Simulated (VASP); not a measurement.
# NaCl (Fm-3m) in VASP: a series of runs, part 2 of 2

VASP 6.6.1.

## (3) Single point, LDA

This run uses another cell than the first one, of 17.61 Å³/atom.

File INCAR:

```
PREC = Accurate ; ENCUT = 520
EDIFF = 1E-7 ; ISMEAR = 0
SIGMA = 0.02 ; LREAL = F
LASPH = T ; NELM = 100
ALGO = Normal ; ISIF = 2
LWAVE = F ; LCHARG = F
GGA = CA ; NBANDS = 14
```

File KPOINTS:

```
Automatic mesh
0
Gamma
  8 8 8
```

File POSCAR:

```
NaCl
1.0
    0.0000000000      2.6017346137      2.6017346137
    2.6017346137      0.0000000000      2.6017346137
    2.6017346137      2.6017346137      0.0000000000
Na Cl
1 1
Direct
    0.0000000000      0.0000000000      0.0000000000
    0.5000000000      0.5000000000      0.5000000000
```

Potentials or basis: VASP PAW LDA potentials, release 64 (Na_pv, Cl).

Run with:

```bash
$ cat potpaw_LDA.64/Na_pv/POTCAR potpaw_LDA.64/Cl/POTCAR > POTCAR
$ mpirun -np 1 vasp_std > vasp.out
```

Wall time 10 s (1 thread of Intel Xeon Platinum 8259CL at 2.50GHz (Skylake/Cascade Lake), shared host); peak memory 0.14 GiB.

The run converged. Its results:

```yaml
Free_energy: -7.2861 eV
Pressure: 6.7 GPa
Band_gap_on_the_k_mesh: 5.80 eV
```

Levels at points of the mesh, in eV from the valence-band top:
```
           k point  band 3  band 4  band 5  band 6  band 7  band 8  band 9  band 10  band 11  band 12
(0.00, 0.00, 0.00)  -20.49  -13.29    0.00    0.00    0.00    5.80   10.99    10.99    10.99    13.57
(0.50, 0.00, 0.00)  -20.49  -12.57   -2.90   -0.45   -0.45    7.28   11.21    11.21    12.36    16.19
(0.50, 0.50, 0.00)  -20.51  -12.53   -2.49   -0.90   -0.90    7.38    7.84    12.80    15.98    16.62
```

Caveat: the cell stands under pressure.

## (4) Single point, LDA

This run uses another cell than the first one, of 17.61 Å³/atom.

File INCAR:

```
SYSTEM = NaCl
PREC = Accurate
ENCUT = 520
EDIFF = 1E-6
ISMEAR = 0
SIGMA = 0.02
LREAL = .False.
LASPH = .True.
NELM = 60
ALGO = Normal
ISIF = 2
LWAVE = .False.
LCHARG = .False.
GGA = CA
NBANDS = 14
```

File KPOINTS:

```
Automatic mesh
0
Gamma
  8 8 8
  0 0 0
```

POSCAR is that of step 3.

Potentials or basis: VASP PAW LDA potentials, release 64 (Na_pv, Cl).

Run with:

```bash
$ cat potpaw_LDA.64/Na_pv/POTCAR potpaw_LDA.64/Cl/POTCAR > POTCAR
$ mpirun -np 1 vasp_std > vasp.out
```

OUTCAR:

```text
SYSTEM = NaCl
   PREC = Accurate
   ENCUT = 520
   EDIFF = 1E-6
   ISMEAR = 0
   LREAL = .False.
   LASPH = .True.
   NELM = 60
   ISIF = 2
   GGA = CA

 ion  position               nearest neighbor table
   1  0.000  0.000  0.000-   2 2.60   2 2.60   2 2.60   2 2.60   2 2.60   2 2.60
   2  0.500  0.500  0.500-   1 2.60   1 2.60   1 2.60   1 2.60   1 2.60   1 2.60

  LATTYP: Found a face centered cubic cell.
 ALAT       =     5.2034692274

  Lattice vectors:

 A1 = (   0.0000000000,   2.6017346137,   2.6017346137)
 A2 = (   2.6017346137,   0.0000000000,   2.6017346137)
[... 594 lines left out ...]

  FORCE on cell =-STRESS in cart. coord.  units (eV):
  Direction    XX          YY          ZZ          XY          YZ          ZX
  --------------------------------------------------------------------------------------
  -------------------------------------------------------------------------------------
  Total        1.4817001      1.4817001      1.4817001      0.0000000      0.0000000      0.0000000
  in kB       67.3987631     67.3987631     67.3987631      0.0000000      0.0000000      0.0000000
  external PRESSURE =      67.3987631 kB  Pullay stress =       0.0000000 kB

 VOLUME and BASIS-vectors are now :
 -----------------------------------------------------------------------------
  energy-cutoff  :      520.00
  volume of cell :       35.22
      direct lattice vectors                 reciprocal lattice vectors
     0.000000000  2.601734614  2.601734614    -0.192179478  0.192179478  0.192179478
     2.601734614  0.000000000  2.601734614     0.192179478 -0.192179478  0.192179478
     2.601734614  2.601734614  0.000000000     0.192179478  0.192179478 -0.192179478

 POSITION                                       TOTAL-FORCE (eV/Angst)
 -----------------------------------------------------------------------------------
      0.00000      0.00000      0.00000         0.000000      0.000000     -0.000000
      2.60173      2.60173      2.60173        -0.000000     -0.000000      0.000000
 -----------------------------------------------------------------------------------
    total drift:                                0.000000      0.000000      0.000000

  FREE ENERGIE OF THE ION-ELECTRON SYSTEM (eV)
  ---------------------------------------------------
  free  energy   TOTEN  =        -7.2861034188 eV

  energy  without entropy=       -7.2861034188  energy(sigma->0) =       -7.28610342
```

OSZICAR:

```text
N       E                     dE             d eps       ncg     rms          rms(c)
DAV:   1     0.103309218360E+03    0.10331E+03   -0.70773E+03   812   0.104E+03
DAV:   2    -0.570073807593E+00   -0.10388E+03   -0.96818E+02   942   0.299E+02
DAV:   3    -0.738049704185E+01   -0.68104E+01   -0.67804E+01  1046   0.695E+01
DAV:   4    -0.746669515934E+01   -0.86198E-01   -0.86177E-01   962   0.834E+00
DAV:   5    -0.746838756865E+01   -0.16924E-02   -0.16924E-02  1024   0.120E+00    0.229E+00
DAV:   6    -0.730849298493E+01    0.15989E+00   -0.21685E-01  1016   0.355E+00    0.169E+00
DAV:   7    -0.728779916305E+01    0.20694E-01   -0.54719E-02  1164   0.161E+00    0.107E+00
DAV:   8    -0.728623775631E+01    0.15614E-02   -0.42497E-03   926   0.647E-01    0.310E-01
DAV:   9    -0.728610566511E+01    0.13209E-03   -0.22121E-04  1040   0.141E-01    0.107E-01
DAV:  10    -0.728610366769E+01    0.19974E-05   -0.51035E-05  1060   0.912E-02    0.408E-03
DAV:  11    -0.728610341876E+01    0.24894E-06   -0.41515E-06  1004   0.265E-02
   1 F= -.72861034E+01 E0= -.72861034E+01  d E =-.584921E-44
```

Wall time 11 s (1 thread of Intel Xeon Platinum 8259CL at 2.50GHz (Skylake/Cascade Lake), shared host); peak memory 0.14 GiB.

Results:

| Property | Result |
| --- | --- |
| Free energy | -7.2861 eV |
| Pressure | 6.7 GPa |
| Band gap on the k mesh | 5.80 eV |

Levels at points of the mesh, in eV from the valence-band top:
| k point | band 3 | band 4 | band 5 | band 6 | band 7 | band 8 | band 9 | band 10 | band 11 | band 12 |
| --- | --- | --- | --- | --- | --- | --- | --- | --- | --- | --- |
| (0.00, 0.00, 0.00) | -20.49 | -13.29 | 0.00 | 0.00 | 0.00 | 5.80 | 10.99 | 10.99 | 10.99 | 13.57 |
| (0.50, 0.00, 0.00) | -20.49 | -12.58 | -2.90 | -0.45 | -0.45 | 7.28 | 11.21 | 11.21 | 12.36 | 16.19 |
| (0.50, 0.50, 0.00) | -20.51 | -12.53 | -2.49 | -0.90 | -0.90 | 7.38 | 7.84 | 12.80 | 15.98 | 16.62 |

Caveat: the cell stands under pressure.

## (5) Relaxation of cell and atoms, LDA, target pressure 6.66 GPa, at which the enthalpy is minimised

This run uses another cell than the first one, of 17.61 Å³/atom.

File INCAR:

```
SYSTEM = NaCl
  ALGO = Normal
  EDIFF = 1E-6
  EDIFFG = -0.002
  ENCUT = 600
  IBRION = 2
  ISIF = 3
  ISMEAR = 0
  LASPH = .TRUE.
  LCHARG = .FALSE.
  LREAL = .FALSE.
  LWAVE = .FALSE.
  NELM = 80
  NSW = 100
  PREC = Accurate
  PSTRESS = 66.6
  SIGMA = 0.02
```

File KPOINTS:

```
k-points
0
G
  8 8 8
  0 0 0
```

POSCAR is that of step 4.

Run with:

```bash
$ cat potpaw_LDA.64/Na_pv/POTCAR potpaw_LDA.64/Cl/POTCAR > POTCAR
$ mpirun -np 1 vasp_std > vasp.out
```

It took 20 s on 1 thread of Intel Xeon Platinum 8259CL at 2.50GHz (Skylake/Cascade Lake), shared host; peak memory 0.14 GiB.

The run converged. Its results:

```yaml
Free_energy: -7.2883 eV
Relaxed_volume: 17.63 Å³/atom
Relaxed_cell: a = 3.681 Å, b = 3.681 Å, c = 3.681 Å, α = 60.00°, β = 60.00°, γ = 60.00°
Space_group_after_relaxing_to_0.1_Å: Fm-3m (No. 225)
Energy_change_on_relaxing_the_run_minimises_the_enthalpy: -1.0 meV/atom
Ionic_steps: 3
Pressure_after_relaxing: 6.7 GPa
Band_gap_on_the_k_mesh: 5.79 eV
```

Step by step:
| step | energy change (eV) | largest force (eV/Å) | pressure (GPa) | volume (Å³) |
| --- | --- | --- | --- | --- |
| 1 | 0.0000 | 0.0000 | 6.80 | 35.22 |
| 2 | -0.0032 | 0.0000 | 6.60 | 35.30 |
| 3 | -0.0019 | 0.0000 | 6.67 | 35.27 |

Final structure:
```yaml
crystal:
  lattice:
    - [0.00000, 2.60285, 2.60285]
    - [2.60285, 0.00000, 2.60285]
    - [2.60285, 2.60285, 0.00000]
  atoms:
    - { symbol: Na, position: [0.00000, 0.00000, 0.00000] }
    - { symbol: Cl, position: [0.50000, 0.50000, 0.50000] }
```

Levels at points of the mesh, in eV from the valence-band top:
| k point | band 5 | band 6 | band 7 | band 8 | band 9 | band 10 |
| --- | --- | --- | --- | --- | --- | --- |
| (0.00, 0.00, 0.00) | 0.00 | 0.00 | 0.00 | 5.79 | 10.99 | 10.99 |
| (0.50, 0.00, 0.00) | -2.89 | -0.45 | -0.45 | 7.28 | 11.21 | 11.21 |
| (0.50, 0.50, 0.00) | -2.49 | -0.90 | -0.90 | 7.39 | 7.84 | 12.79 |

Caveat: the cell is relaxed towards a set pressure, so the run minimises the enthalpy, not the energy.

## (6) Overview

```csv
task,cell,k mesh,cutoff (eV),smearing,gap on the mesh (eV),pressure (GPa)
single point,"a = 3.974 Å, angles 60.0°, 2 atoms",6 × 6 × 6,520,gaussian 0.1 eV,4.74,-2.2
single point,"a = 3.679 Å, angles 60.0°, 2 atoms",8 × 8 × 8,520,gaussian 0.02 eV,5.80,6.7
relaxation of cell and atoms,"relaxed to 6.66 GPa from a = 3.679 Å, angles 60.0°, 2 atoms",8 × 8 × 8,600,gaussian 0.02 eV,5.79,6.7
```

Alike in all rows: level LDA; potentials or basis VASP PAW LDA potentials, release 64 (Na_pv, Cl); no spin polarisation.

Caveats: the cell stands under pressure (at least some runs); the cell is relaxed towards a set pressure, so the run minimises the enthalpy, not the energy (at least some runs).

Total energies depend on the potentials used, so only differences within one code and one set of settings carry meaning.
